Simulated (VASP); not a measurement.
Wanted: the native input for a VASP 6.6.1 run.

| Quantity | Value |
| --- | --- |
| Task | single point |
| Functional | HSE06 |
| Potentials or basis | VASP PAW PBE potentials, release 64 (Se, Mo_sv) |
| Cutoff | 400 eV |
| k mesh | 4 × 4 × 1 |
| Occupations | gaussian, width 0.1448 eV |
| Spin | no spin polarisation |
| Dipole correction | no |
| Grid for exact exchange (PRECFOCK) | Normal |
| Further INCAR settings | ALGO = Normal; EDIFF = 1e-06; NBANDS = 35 |
| Share of exact exchange | 0.25 |
| Screening parameter | 0.2079 1/Å |

The system is MoSe2.

```
Se Mo
1.0
     3.32575    0.00000    0.00000
    -1.66288    2.88018    0.00000
     0.00000    0.00000   13.04811
Se Mo
4 2
Direct
  0.33330 0.66670 0.62500
  0.66660 0.33330 0.12500
  0.33330 0.66670 0.87500
  0.66670 0.33340 0.37500
  0.33330 0.66670 0.25000
  0.66660 0.33330 0.75000
```

These files were run (other wordings do the same):

POSCAR

```
MoSe2
1.0
    3.3257516200      0.0000000000      0.0000000000
   -1.6628758100      2.8801838400      0.0000000000
    0.0000000000      0.0000000000     13.0481130900
Se Mo
4 2
Direct
    0.3333000000      0.6667000000      0.6250000000
    0.6666000000      0.3333000000      0.1250000000
    0.3333000000      0.6667000000      0.8750000000
    0.6667000000      0.3334000000      0.3750000000
    0.3333000000      0.6667000000      0.2500000000
    0.6666000000      0.3333000000      0.7500000000
```

INCAR.step1

```
SYSTEM = MoSe2
ALGO = Normal
EDIFF = 1E-5
ENCUT = 400
GGA = PE
GGA_COMPAT = .False.
ISIF = 2
ISMEAR = 0
LASPH = .True.
LREAL = .False.
LWAVE = .True.
NBANDS = 35
NELM = 120
PREC = Accurate
SIGMA = 0.1448
```

INCAR.step2

```
SYSTEM = MoSe2
ALGO = Normal
EDIFF = 1E-6
ENCUT = 400
GGA = PE
GGA_COMPAT = .False.
HFSCREEN = 0.2079
ISIF = 2
ISMEAR = 0
ISTART = 1
LASPH = .True.
LCHARG = .True.
LELF = .True.
LHFCALC = .True.
LREAL = .False.
LVHAR = .True.
LWAVE = .False.
NBANDS = 35
NELM = 120
PREC = Accurate
PRECFOCK = Normal
SIGMA = 0.1448
```

KPOINTS

```
k-points
0
Gamma
  4 4 1
  0 0 0
```

Potentials or basis: VASP PAW PBE potentials, release 64 (Se, Mo_sv).

The run is started by

```console
$ cat potpaw_PBE.64/Se/POTCAR potpaw_PBE.64/Mo_sv/POTCAR > POTCAR
$ cp INCAR.step1 INCAR
$ mpirun -np 1 vasp_std > vasp.out
$ cp INCAR.step2 INCAR
$ mpirun -np 1 vasp_std > vasp.out
```

Results of the run:

The pressure is -1.6 GPa. The largest force is 0.035 eV/Å and the band gap on the k mesh is 1.63 eV (least direct gap 2.60 eV).

Caveat: the k points lie up to 0.55 Å⁻¹ apart; the PAW data sets were made with another functional, which shifts forces and pressure a little; an odd mesh through Γ misses points on the zone boundary, where band edges can lie.

Run time: 17 min on 1 thread of Intel(R) Xeon(R) 6975P-C (Granite Rapids), on a shared host, peak memory 0.36 GiB.
